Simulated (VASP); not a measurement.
# Ba5Na4Al2O10 in VASP: further runs, part 2 of 3

VASP 6.6.1. The steps go on from the part before.

### 3 Single point, PBE

INCAR reads:

```
SYSTEM = Ba5Na4Al2O10
ALGO = Normal ; EDIFF = 1E-7
ENCUT = 520 ; GGA = PE
ISIF = 2 ; ISMEAR = -1
ISYM = 0 ; LASPH = .TRUE.
LCHARG = .FALSE. ; LREAL = Auto
LWAVE = .FALSE. ; NBANDS = 88
NELM = 60 ; PREC = Accurate
SIGMA = 0.293
```

KPOINTS reads:

```
k-points
0
G
  1 1 1
  0 0 0
```

POSCAR reads:

```
Ba5Na4Al2O10
1.0
    6.9327090000     -0.0765500000      0.0671430000
   -0.0765500000      7.2143380000     -0.0554530000
    0.0671430000     -0.0554530000      6.7389310000
Ba O Al Na
5 10 2 4
Direct
    0.6150933033     -0.0413476027      0.1733905484
    0.3546791975      0.6722453053      0.9091150798
    0.8163477450      0.7745997402      0.8073850055
    0.3258506139      0.1505590880      0.7145021021
    0.8614211536      0.2229173349      0.6334411251
    1.1200166134      0.3426969221      0.2956405544
    0.5525827183      0.4785866686      0.8016118588
    0.0717183295      0.6399719672      0.5750643510
    0.4061409664      0.7152554340      0.2996838129
    0.0734362523      0.9704577132      0.4045301935
    0.5304947298      0.9018357732      0.7362039308
    0.5929434447      0.2221334523      0.4180474566
    0.3565404791      0.0765576794      0.1090076684
    0.0104406703      0.6499732441      0.1174407259
   -0.0240887723      0.0750859386      0.9380617093
    0.1024317535      0.0878576163      0.2023585630
    0.1566876275      0.7176828051      0.3603933899
    0.8638626099      0.5587173030      0.3776673516
    0.0270212727      0.4253587004      0.9233216851
    0.5409699234      0.3793132959      1.1522925100
    0.4669610177      0.5037985114      0.5046233557
```

Potentials or basis: VASP PAW PBE potentials, release 64 (Ba_sv, O, Al, Na_pv).

The run is started by

```bash
cat potpaw_PBE.64/Ba_sv/POTCAR potpaw_PBE.64/O/POTCAR potpaw_PBE.64/Al/POTCAR potpaw_PBE.64/Na_pv/POTCAR > POTCAR
mpirun -np 1 vasp_gam > vasp.out
```

OUTCAR:

```text
SYSTEM = Ba5Na4Al2O10
   EDIFF = 1E-7
   ENCUT = 520
   GGA = PE
   ISIF = 2
   ISMEAR = -1
   ISYM = 0
   LASPH = .TRUE.
   LREAL = Auto
   NELM = 60
   PREC = Accurate

 ion  position               nearest neighbor table
   1  0.615  0.959  0.173-  13 2.06   9 2.41  12 2.50  11 3.04  15 3.05  20 3.10   3 3.10   2 3.25
                            16 3.49  18 3.69  16 3.69  17 3.79   4 4.00   5 4.01   4 4.35   5 4.43
   2  0.355  0.672  0.909-   7 2.09  11 2.35   9 2.68  14 2.75  19 2.86   8 3.02  20 3.02  21 3.06
                            13 3.19   1 3.25  17 3.33   3 3.33   4 3.72   3 3.90   4 3.97  16 3.98
   3  0.816  0.775  0.807-  11 2.27   8 2.54  15 2.56  14 2.69   7 2.78  19 3.06   1 3.10  18 3.28
                             2 3.33   5 3.46  21 3.70  17 3.81   2 3.90  16 3.99   5 4.15   4 4.45
   4  0.326  0.151  0.715-  11 2.32  13 2.73  12 2.74   7 2.87  15 2.88  10 3.01  21 3.07  19 3.19
                             5 3.33  16 3.64  20 3.68   2 3.72   5 3.77  16 3.83   2 3.97   1 4.00
   5  0.861  0.223  0.633-  12 2.38  15 2.48  19 2.68  10 2.79  18 3.00   6 3.00   7 3.05  11 3.30
                             4 3.33   8 3.34  16 3.46   3 3.46  21 3.57   4 3.77   1 4.01   3 4.15
   6  0.120  0.343  0.296-  16 1.94   5 3.00
   7  0.553  0.479  0.802-   2 2.09  21 2.11   3 2.78   4 2.87   5 3.05
   8  0.072  0.640  0.575-  17 1.65  18 2.05   3 2.54   2 3.02   5 3.34
   9  0.406  0.715  0.300-  17 1.77  21 2.13   1 2.41   2 2.68
  10  0.073  0.970  0.405-  16 1.62  17 1.94   5 2.79   4 3.01
  11  0.530  0.902  0.736-   3 2.27   4 2.32   2 2.35   1 3.04   5 3.30
  12  0.593  0.222  0.418-  20 2.18  21 2.29   5 2.38   1 2.50   4 2.74
  13  0.357  0.077  0.109-  16 1.86   1 2.06   4 2.73   2 3.19
  14  0.010  0.650  0.117-  17 1.99  19 2.07  18 2.12   3 2.69   2 2.75
  15  0.976  0.075  0.938-  16 2.00   5 2.48   3 2.56   4 2.88   1 3.05
  16  0.102  0.088  0.202-  10 1.62  13 1.86   6 1.94  15 2.00  17 2.93   5 3.46   1 3.49   4 3.64
                             1 3.69   4 3.83   2 3.98   3 3.99
  17  0.157  0.718  0.360-   8 1.65   9 1.77  10 1.94  14 1.99  18 2.31  21 2.87  16 2.93   2 3.33
                             1 3.79   3 3.81   2 3.99
  18  0.864  0.559  0.378-   8 2.05  14 2.12  17 2.31   5 3.00   3 3.28   1 3.69
  19  0.027  0.425  0.923-  14 2.07   5 2.68   2 2.86   3 3.06   4 3.19
  20  0.541  0.379  0.152-  12 2.18  21 2.57   2 3.02   1 3.10   4 3.68
  21  0.467  0.504  0.505-   7 2.11   9 2.13  12 2.29  20 2.57  17 2.87   2 3.06   4 3.07   5 3.57
                             3 3.70

[... 144 lines left out ...]
  volume of cell :      336.95
 maximum number of plane-waves:      4544
 NGX is ok and might be reduce to    50
   NGX = 25   NGY = 27   NGZ = 25

 number of electron     143.9999999 magnetization

 Free energy of the ion-electron system (eV)
  ---------------------------------------------------
  ext. energy  EPLUGINS =         0.00000000
  ---------------------------------------------------
  free energy    TOTEN  =      -108.04794137 eV

  energy without entropy =     -107.69943703  energy(sigma->0) =     -107.87368920

 E-fermi :   3.8410     XC(G=0):  -9.6835

 val. band max:        2.9491703651   @ k =   0.0000   0.0000   0.0000
 cond. band min:       4.6118057090   @ k =   0.0000   0.0000   0.0000
 fundamental gap:      1.6626353439
 Fermi energy:         3.8409708764

 k-point     1 :       0.0000    0.0000    0.0000
  band No.  band energies     occupation
      1     -24.0737      2.00000
      2     -23.6086      2.00000
      3     -23.4494      2.00000
      4     -23.1220      2.00000
      5     -22.9134      2.00000
      6     -21.7020      2.00000
[... 76 lines left out ...]
     83       8.0808      0.00000
     84       8.2386      0.00000
 [bands above 84 left out]

------------------------ aborting loop because EDIFF is reached ----------------------------------------

  FORCE on cell =-STRESS in cart. coord.  units (eV):
  Direction    XX          YY          ZZ          XY          YZ          ZX
  --------------------------------------------------------------------------------------
  -------------------------------------------------------------------------------------
  Total       32.7631733     31.8822260     22.6544204     -8.0666363     -4.4535064     -1.2679065
  in kB      155.7849924    151.5961926    107.7190747    -38.3558962    -21.1758931     -6.0287447
  external PRESSURE =     138.3667532 kB  Pullay stress =       0.0000000 kB

 VOLUME and BASIS-vectors are now :
 -----------------------------------------------------------------------------
  energy-cutoff  :      520.00
  volume of cell :      336.95
      direct lattice vectors                 reciprocal lattice vectors
     6.932709000 -0.076550000  0.067143000     0.144274342  0.001519915 -0.001424963
    -0.076550000  7.214338000 -0.055453000     0.001519915  0.138637637  0.001125671
     0.067143000 -0.055453000  6.738931000    -0.001424963  0.001125671  0.148414949

 POSITION                                       TOTAL-FORCE (eV/Angst)
 -----------------------------------------------------------------------------------
      4.20252      6.85934      1.15661         4.169050     -0.505508      2.724151
      2.46847      4.77224      6.11300        -5.274423      3.220358      1.371359
      5.65442      5.48096      5.45277         3.111362     -1.331993     -0.307146
      2.29548      1.02162      4.82851         0.311099     -0.060461     -0.692997
      5.99745      1.50713      4.31419        -0.851248     -0.119062     -2.044587
      0.82566      2.44675      1.98136        -0.730584     -1.977272     -0.120768
[... 13 lines left out ...]
      3.73158      2.68664      1.04158        -0.713110     -0.353397     -0.444899
      3.23262      3.57084      3.40404        -0.670828     -0.198949     -0.360641
 -----------------------------------------------------------------------------------
    total drift:                               -0.002834      0.003554      0.002467

  FREE ENERGIE OF THE ION-ELECTRON SYSTEM (eV)
  ---------------------------------------------------
  free  energy   TOTEN  =      -108.0479413679 eV

  energy  without entropy=     -107.6994370329  energy(sigma->0) =     -107.87368920
```

Run time: 42 s. Hardware: 1 thread of Intel Xeon Platinum 8559C (Emerald Rapids), shared host; peak memory 0.35 GiB.

Results:

```
Free energy            : -108.0479 eV
Pressure               : 13.8 GPa
Largest force          : 6.965 eV/Å
Band gap on the k mesh : 1.66 eV
```

Forces in eV/Å, atoms in the order of the input:
```
Ba   4.169 -0.506  2.724
Ba  -5.274  3.220  1.371
Ba   3.111 -1.332 -0.307
Ba   0.311 -0.060 -0.693
Ba  -0.851 -0.119 -2.045
O   -0.731 -1.977 -0.121
O    3.895 -3.913 -0.482
O   -0.138 -1.505  3.485
O   -0.407 -1.023  0.160
O   -0.768 -3.046  2.671
O    0.018  1.155 -0.798
O    0.466  0.592  0.668
O   -5.007  1.950 -1.996
O    0.178  2.024  1.406
O    0.384  0.601  2.046
Al   2.483  4.859 -4.329
Al   1.326  1.776 -3.555
Na  -1.844 -1.550 -0.946
Na   0.064 -0.593  1.547
Na  -0.713 -0.353 -0.445
Na  -0.671 -0.199 -0.361
```

Caveat: the k points lie up to 0.93 Å⁻¹ apart; spin-orbit coupling is left out, which moves the levels of the heavy elements.

### 4 Single point, PBE

INCAR reads:

```
SYSTEM = Ba5Na4Al2O10
PREC     = Accurate       ! precision mode
ENCUT    = 520            ! plane-wave cutoff, eV
EDIFF    = 1E-6           ! SCF threshold, eV
ISMEAR   = -1             ! smearing method
SIGMA    = 0.293          ! smearing width, eV
LREAL    = Auto         
LASPH    = .True.         ! aspherical terms in the spheres
NELM     = 100            ! most SCF steps
ALGO     = Normal         ! electronic algorithm
ISIF     = 2              ! what is computed and relaxed
LWAVE    = .False.        ! write WAVECAR
LCHARG   = .False.        ! write CHGCAR
GGA      = PE             ! functional
ISYM     = 0            
NBANDS   = 88             ! bands
```

KPOINTS reads:

```
Automatic mesh
0
Gamma
  1 1 1
  0 0 0
```

POSCAR reads:

```
Ba5Na4Al2O10
1.0
    6.9327090000     -0.0765500000      0.0671430000
   -0.0765500000      7.2143380000     -0.0554530000
    0.0671430000     -0.0554530000      6.7389310000
Ba O Al Na
5 10 2 4
Direct
    0.6666876285     -0.0671552728      0.1399243636
    0.3285313815      0.6470583589      0.9017299249
    0.8711303881      0.7106457910      0.7343498744
    0.3645743401      0.1781418295      0.6655042000
    0.9094197041      0.1899668186      0.6160849640
    0.9916125412      0.2051534829      0.1927871847
    0.5939496701      0.4683681611      0.7993142914
    0.1383654876      0.4866473249      0.5643952698
    0.3948194509      0.5415271238      0.2512628399
    0.0815492346      0.8414019119      0.4343893416
    0.6253205832      1.0964948564      0.7847585959
    0.6222308229      0.1126239423      0.4194798687
    0.3034287458     -0.0798391832      0.0825866241
    0.0138560411      0.6390755746      0.1353132005
    0.0518220284     -0.0484677222      0.9025029093
    0.0938397502      0.0162517847      0.1592778629
    0.2017335647      0.6523693488      0.3097087418
    0.7057295974      0.5507630364      0.1015292574
    0.1029028191      0.3677556910      0.9957016851
    0.5876982501      0.3100020272      1.1948335305
    0.5273845506      0.5850927996      0.5404023235
```

The run is started by

```bash
cat potpaw_PBE.64/Ba_sv/POTCAR potpaw_PBE.64/O/POTCAR potpaw_PBE.64/Al/POTCAR potpaw_PBE.64/Na_pv/POTCAR > POTCAR
mpirun -np 1 vasp_gam > vasp.out
```

Wall time 38 s (1 thread of Intel Xeon Platinum 8559C (Emerald Rapids), shared host); peak memory 0.36 GiB.

It converged, with:

```
Free energy            : -103.8706 eV
Pressure               : 16.4 GPa
Largest force          : 7.441 eV/Å
Band gap on the k mesh : 1.15 eV
```

Forces on the atoms (eV/Å):
```
Ba   0.217  0.643 -0.142
Ba  -1.271  2.019 -2.657
Ba   1.573  0.624 -1.368
Ba  -1.869 -0.158 -1.535
Ba  -0.631  0.097 -1.020
O   -3.295  3.181  2.566
O    1.572 -0.309  1.131
O    0.441  0.836  0.588
O    4.159 -1.375 -1.122
O    0.505  2.120 -0.565
O    2.679 -2.889  4.478
O   -0.570  0.009 -1.341
O    3.865  0.559  2.587
O   -0.714 -1.071 -1.374
O   -2.255  1.149 -1.540
Al   2.249 -6.002 -0.358
Al  -6.216  1.502  3.806
Na   1.389  0.252 -0.018
Na  -0.324  0.085 -0.375
Na  -0.833 -1.333 -0.086
Na  -0.674  0.060 -1.655
```

Stress tensor (GPa, compression positive):
```
18.29 -1.55  0.79
-1.55 17.63  2.15
 0.79  2.15 13.17
```

Levels at points of the mesh, in eV from the valence-band top:
```csv
k point,band 70,band 71,band 72,band 73,band 74,band 75
"(0.00, 0.00, 0.00)",-0.59,-0.31,0.00,1.15,2.62,2.94
```

Caveat: the k points lie up to 0.93 Å⁻¹ apart; spin-orbit coupling is left out, which moves the levels of the heavy elements.

[end of part 2 of 3]
